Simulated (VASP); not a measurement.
# Ga (Cmce) in VASP: single point with PBE

Aim: the single point of Ga with PBE.

Program: VASP 6.6.1. These are calculated values, not measurements. Logs are shortened: lines on timing, memory, paths and dates and some standing lists are left out, and cuts for length are marked.

### 1 The cell of the first run

It takes space group Cmce (No. 64, orthorhombic). The conventional cell has a = 4.511 Å, b = 7.645 Å, c = 4.517 Å, α = 90.00°, β = 90.00°, γ = 90.00°. Ga (site symmetry m) has 7 Ga at 2.44 to 2.79 Å within 3.2 Å.

### 2 Single point, PBE

File POSCAR:

```
Ga
1.0
    2.2553500000     -3.8224000000      0.0000000000
    2.2553500000      3.8224000000      0.0000000000
    0.0000000000      0.0000000000      4.5167000000
Ga
4
Direct
    0.1525000000      0.8475000000      0.0785000000
    0.6525000000      0.3475000000      0.4215000000
    0.8475000000      0.1525000000      0.9215000000
    0.3475000000      0.6525000000      0.5785000000
```

File INCAR.step1:

```
PREC = Accurate
ENCUT = 520
EDIFF = 1E-6
ISMEAR = -1
SIGMA = 0.05
LREAL = F
LASPH = T
NELM = 80
ALGO = Normal
ISIF = 2
LWAVE = F
LCHARG = T
GGA = PE
NBANDS = 34
```

File KPOINTS.step1:

```
regular mesh
0
Gamma
  9 9 8
```

File INCAR.step2:

```
PREC = Accurate
ENCUT = 520
EDIFF = 1E-6
ISMEAR = -5
SIGMA = 0.05
LREAL = F
LASPH = T
NELM = 80
ALGO = Normal
ISIF = 2
LWAVE = F
LCHARG = F
GGA = PE
LORBIT = 11
NEDOS = 1001
ICHARG = 11
```

File KPOINTS.step2:

```
regular mesh
0
Gamma
  14 14 12
```

Potentials or basis: VASP PAW PBE potentials, release 64 (Ga_d).

Launch:

```bash
cat potpaw_PBE.64/Ga_d/POTCAR > POTCAR
cp INCAR.step1 INCAR
cp KPOINTS.step1 KPOINTS
mpirun -np 1 vasp_std > vasp.out
cp INCAR.step2 INCAR
cp KPOINTS.step2 KPOINTS
mpirun -np 1 vasp_std > vasp.out
```

OUTCAR:

```text
PREC = Accurate
   ENCUT = 520
   EDIFF = 1E-6
   ISMEAR = -5
   LREAL = F
   LASPH = T
   NELM = 80
   ISIF = 2
   GGA = PE
   LORBIT = 11
   ICHARG = 11

 ion  position               nearest neighbor table
   1  0.153  0.847  0.078-   3 2.44   4 2.71   4 2.71   2 2.74   2 2.74   3 2.79   3 2.79
   2  0.653  0.347  0.422-   4 2.44   3 2.71   3 2.71   1 2.74   1 2.74   4 2.79   4 2.79
   3  0.847  0.153  0.922-   1 2.44   2 2.71   2 2.71   4 2.74   4 2.74   1 2.79   1 2.79
   4  0.347  0.653  0.578-   2 2.44   1 2.71   1 2.71   3 2.74   3 2.74   2 2.79   2 2.79

  LATTYP: Found a base centered orthorhombic cell.
 ALAT       =     4.5107000000
 B/A-ratio  =     1.6948145521
 C/A-ratio  =     1.0013301705

  Lattice vectors:

 A1 = (   2.2553500000,  -3.8224000000,   0.0000000000)
 A2 = (   2.2553500000,   3.8224000000,   0.0000000000)
 A3 = (   0.0000000000,   0.0000000000,   4.5167000000)

Analysis of symmetry for initial positions (statically):
=====================================================================
 Subroutine PRICEL returns:
 Original cell was already a primitive cell.

 Routine SETGRP: Setting up the symmetry group for a
 base centered orthorhombic supercell.

 Subroutine GETGRP returns: Found  8 space group operations
 (whereof  4 operations were pure point group operations)
 out of a pool of  8 trial point group operations.

The static configuration has the point symmetry C_2h.
 The point group associated with its full space group is D_2h.

Analysis of symmetry for dynamics (positions and initial velocities):
=====================================================================
 Subroutine PRICEL returns:
 Original cell was already a primitive cell.

 Routine SETGRP: Setting up the symmetry group for a
 base centered orthorhombic supercell.

 Subroutine GETGRP returns: Found  8 space group operations
 (whereof  4 operations were pure point group operations)
 out of a pool of  8 trial point group operations.

The dynamic configuration has the point symmetry C_2h.
 The point group associated with its full space group is D_2h.

 Subroutine INISYM returns: Found  8 space group operations
 (whereof  4 operations are pure point group operations),
 and found     1 'primitive' translations

----------------------------------------------------------------------------------------

                                     Primitive cell

  volume of cell :      77.8756

  direct lattice vectors                    reciprocal lattice vectors
     2.255350000 -3.822400000  0.000000000     0.221695081 -0.130807869  0.000000000
     2.255350000  3.822400000  0.000000000     0.221695081  0.130807869  0.000000000
     0.000000000  0.000000000  4.516700000     0.000000000  0.000000000  0.221400580

  length of vectors
     4.438169148  4.438169148  4.516700000     0.257409028  0.257409028  0.221400580

  position of ions in fractional coordinates (direct lattice)
     0.152500000  0.847500000  0.078500000
     0.652500000  0.347500000  0.421500000
     0.847500000  0.152500000  0.921500000
     0.347500000  0.652500000  0.578500000

  ion indices of the primitive-cell ions
   primitive index   ion index
                 1           1
                 2           2
                 3           3
                 4           4

----------------------------------------------------------------------------------------

 KPOINTS: regular mesh

Automatic generation of k-mesh.
 Grid dimensions read from file:
 generate k-points for:   14   14   12

 Generating k-lattice:

  Cartesian coordinates                     Fractional coordinates (reciprocal lattice)
     0.015835363 -0.009343419  0.000000000     0.071428571  0.000000000  0.000000000
     0.015835363  0.009343419  0.000000000     0.000000000  0.071428571  0.000000000
     0.000000000  0.000000000  0.018450048     0.000000000  0.000000000  0.083333333

  Length of vectors
     0.018386359  0.018386359  0.018450048

  Shift w.r.t. Gamma in fractional coordinates (k-lattice)
     0.000000000  0.000000000  0.000000000

 TETIRR: Found   3528 inequivalent tetrahedra from    14112

 Subroutine IBZKPT returns following result:
 ===========================================

 Found    399 irreducible k-points:

 Following reciprocal coordinates:
            Coordinates               Weight
  0.000000  0.000000  0.000000      1.000000
  0.071429  0.000000  0.000000      4.000000
  0.142857  0.000000  0.000000      4.000000
  0.214286  0.000000  0.000000      4.000000
  0.285714  0.000000  0.000000      4.000000
  0.357143 -0.000000  0.000000      4.000000
[... 16 lines left out ...]
  0.214286  0.142857  0.000000      4.000000
  0.285714  0.142857  0.000000      4.000000
 [... further k-points ...]
   k-points           NKPTS =    399   k-points in BZ     NKDIM =    399   number of bands    NBANDS=     31
   number of dos      NEDOS =   1001   number of ions     NIONS =      4
   total plane-waves  NPLWV =  46656
   dimension x,y,z NGX =    36 NGY =   36 NGZ =   36
   dimension x,y,z NGXF=    72 NGYF=   72 NGZF=   72
   ions per type =               4
   NGX,Y,Z   is equivalent  to a cutoff of  13.48, 13.48, 13.25 a.u.
   NGXF,Y,Z  is equivalent  to a cutoff of  26.97, 26.97, 26.50 a.u.
 SYSTEM =  unknown system
   PREC   = accura    normal or accurate (medium, high low for compatibility)
   ISTART =      0    job   : 0-new  1-cont  2-samecut
   ICHARG =     11    charge: 1-file 2-atom 10-const
   ISPIN  =      1    spin polarized calculation?
   LNONCOLLINEAR =      F non collinear calculations
   LSORBIT =      F    spin-orbit coupling
   LASPH  =      T    aspherical Exc in radial PAW
   ENCUT  =  520.0 eV  38.22 Ry    6.18 a.u.   8.25  8.25  8.40*2*pi/ulx,y,z
   NELM   =     80;   NELMIN=  2; NELMDL=  0     # of ELM steps
   EDIFF  = 0.1E-05   stopping-criterion for ELM
   LREAL  =      F    real-space projection
   EDIFFG = 0.1E-04   stopping-criterion for IOM
   NSW    =      0    number of steps for IOM
   IBRION =     -1    ionic relax: 0-MD 1-quasi-New 2-CG
   NFREE  =      0    steps in history (QN), initial steepest desc. (CG)
   ISIF   =      2    stress and relaxation
   ISYM   =      2    0-nonsym 1-usesym 2-fastsym
   POTIM  = 0.5000    time-step for ionic-motion
   TEBEG  =    0.0;   TEEND  =   0.0 temperature during run
   PSTRESS=    0.0 pullay stress
   NELECT =      52.0000    total number of electrons
   NUPDOWN=      -1.0000    fix difference up-down
   EMIN   =  10.00;   EMAX   =-10.00  energy-range for DOS
   EFERMI =   0.00;   METHOD = LEGACY
   ISMEAR =    -5;   SIGMA  =   0.05  broadening in eV -4-tet -1-fermi 0-gaus
   EFERMI_NEDOS =   21; number of points for ismear=-14 and -15
   IALGO  =     38    algorithm
   IMIX   =      4    mixing-type and parameters
     AMIX     =   0.40;   BMIX     =  1.00
     AMIX_MAG =   1.60;   BMIX_MAG =  1.00
  volume/ion in A,a.u.               =      19.47       131.38
  Fermi-wavevector in a.u.,A,eV,Ry     =   1.430899  2.704006 27.857529  2.047471
  Thomas-Fermi vector in A             =   2.550694
   LORBIT       =     11    0 simple, 1 ext, 2 COOP (PROOUT), +10 PAW based schemes
   GGA     = PE    functional components
   LHFCALC =     F    Hartree Fock is set to
   AEXX    =    0.0000 exact exchange contribution
   IVDW    =     0    specifies the selected vdW correction
   LEPSILON=     F    determine dielectric tensor
   LRPA    =     F    only Hartree local field effects (RPA)
 non-spin polarized calculation
 Fermi weights with tetrahedron method with Bloechl corrections
  energy-cutoff  :      520.00
  volume of cell :       77.88
 maximum number of plane-waves:      2121
 NGX is ok and might be reduce to    36

 number of electron      52.0000009 magnetization

 Free energy of the ion-electron system (eV)
  ---------------------------------------------------
  ext. energy  EPLUGINS =         0.00000000
  ---------------------------------------------------
  free energy    TOTEN  =       -11.57985044 eV

  energy without entropy =      -11.57985044  energy(sigma->0) =      -11.57985044

 E-fermi :   5.0860     XC(G=0): -10.6837

 val. band max:        5.2137694494   @ k =  -0.2857   0.1429   0.1667
 cond. band min:       4.9073940557   @ k =  -0.3571   0.3571   0.4167
 fundamental gap:     -0.3063753938
 Fermi energy:         5.0859885648

 k-point     1 :       0.0000    0.0000    0.0000
  band No.  band energies     occupation
      1     -10.0727      2.00000
      2     -10.0646      2.00000
      3     -10.0637      2.00000
      4     -10.0384      2.00000
      5      -9.9858      2.00000
      6      -9.9549      2.00000
[... 23 lines left out ...]
     30      10.2269      0.00000
     31      10.5542      0.00000

 k-point     2 :       0.0714    0.0000    0.0000
  band No.  band energies     occupation
      1     -10.0705      2.00000
      2     -10.0692      2.00000
      3     -10.0605      2.00000
      4     -10.0409      2.00000
      5      -9.9815      2.00000
      6      -9.9543      2.00000
[... 23 lines left out ...]
     30       9.9301      0.00000
     31      10.0110      0.00000

 k-point     3 :       0.1429    0.0000    0.0000
  band No.  band energies     occupation
      1     -10.0733      2.00000
      2     -10.0645      2.00000
      3     -10.0601      2.00000
      4     -10.0467      2.00000
      5      -9.9720      2.00000
      6      -9.9515      2.00000
[... 23 lines left out ...]
     30       9.1384      0.00000
     31       9.3084      0.00000

 k-point     4 :       0.2143    0.0000    0.0000
  band No.  band energies     occupation
      1     -10.0753      2.00000
      2     -10.0616      2.00000
      3     -10.0603      2.00000
      4     -10.0485      2.00000
      5      -9.9683      2.00000
      6      -9.9411      2.00000
[... 635 lines left out ...]
     30       8.1940      0.00000
     31      10.0918      0.00000

 k-point    23 :       0.2143    0.1429    0.0000
  band No.  band energies     occupation
      1     -10.1028      2.00000
      2     -10.0538      2.00000
      3     -10.0438      2.00000
      4     -10.0414      2.00000
      5      -9.9749      2.00000
      6      -9.9402      2.00000
[... 23 lines left out ...]
     30       8.9515      0.00000
     31       9.6542      0.00000

 k-point    24 :       0.2857    0.1429    0.0000
  band No.  band energies     occupation
      1     -10.1117      2.00000
      2     -10.0586      2.00000
      3     -10.0309      2.00000
      4     -10.0302      2.00000
      5     -10.0009      2.00000
      6      -9.9431      2.00000
[... 23 lines left out ...]
     30       8.7980      0.00000
     31       9.6183      0.00000

 [... further k-points ...]
[... 5 lines left out ...]
  --------------------------------------------------------------------------------------
  -------------------------------------------------------------------------------------
  Total        0.4688596      2.1640851      0.8397660      0.0000000      0.0000000      0.0000000
  in kB        9.6461062     44.5229161     17.2769680      0.0000000      0.0000000      0.0000000
  external PRESSURE =      23.8153301 kB  Pullay stress =       0.0000000 kB

 VOLUME and BASIS-vectors are now :
 -----------------------------------------------------------------------------
  energy-cutoff  :      520.00
  volume of cell :       77.88
      direct lattice vectors                 reciprocal lattice vectors
     2.255350000 -3.822400000  0.000000000     0.221695081 -0.130807869  0.000000000
     2.255350000  3.822400000  0.000000000     0.221695081  0.130807869  0.000000000
     0.000000000  0.000000000  4.516700000     0.000000000  0.000000000  0.221400580

 POSITION                                       TOTAL-FORCE (eV/Angst)
 -----------------------------------------------------------------------------------
      2.25535      2.65657      0.35456         0.000000     -0.447805      0.122961
      2.25535     -1.16583      1.90379         0.000000     -0.447805     -0.122961
      2.25535     -2.65657      4.16214         0.000000      0.447805     -0.122961
      2.25535      1.16583      2.61291         0.000000      0.447805      0.122961
 -----------------------------------------------------------------------------------
    total drift:                                0.000000      0.000000     -0.000000

  FREE ENERGIE OF THE ION-ELECTRON SYSTEM (eV)
  ---------------------------------------------------
  free  energy   TOTEN  =       -11.5798504396 eV

  energy  without entropy=      -11.5798504396  energy(sigma->0) =      -11.57985044

 total charge

# of ion       s       p       d       tot
------------------------------------------
    1        0.956   0.716   9.957  11.629
    2        0.956   0.716   9.957  11.629
    3        0.956   0.716   9.957  11.629
    4        0.956   0.716   9.957  11.629
--------------------------------------------------
tot          3.824   2.864  39.828  46.515
```

Wall time 11 min (1 thread of AMD EPYC 7R13 (Zen 3), shared host); peak memory 0.69 GiB.

Results:

| Quantity | Value |
| --- | --- |
| Valence electrons inside the program's atomic spheres | Ga 11.63 |

Levels at points of the mesh, in eV from the Fermi level:
| k point | band 24 | band 25 | band 26 | band 27 | band 28 | band 29 |
| --- | --- | --- | --- | --- | --- | --- |
| (0.00, 0.00, 0.00) | -1.66 | -1.57 | -0.87 | 0.93 | 0.96 | 0.97 |
| (0.50, 0.00, 0.00) | -3.52 | -1.26 | -1.26 | 0.76 | 0.76 | 4.02 |
| (0.50, 0.50, 0.00) | -3.23 | -1.63 | -1.41 | 1.06 | 1.11 | 3.34 |
| (0.00, 0.00, 0.50) | -0.16 | 0.00 | 0.00 | 0.13 | 0.13 | 2.16 |
| (0.50, 0.00, 0.50) | -6.16 | -1.58 | -1.58 | 0.47 | 0.47 | 7.11 |
| (0.50, 0.50, 0.50) | -5.54 | -1.22 | -1.22 | -0.87 | -0.87 | 6.63 |
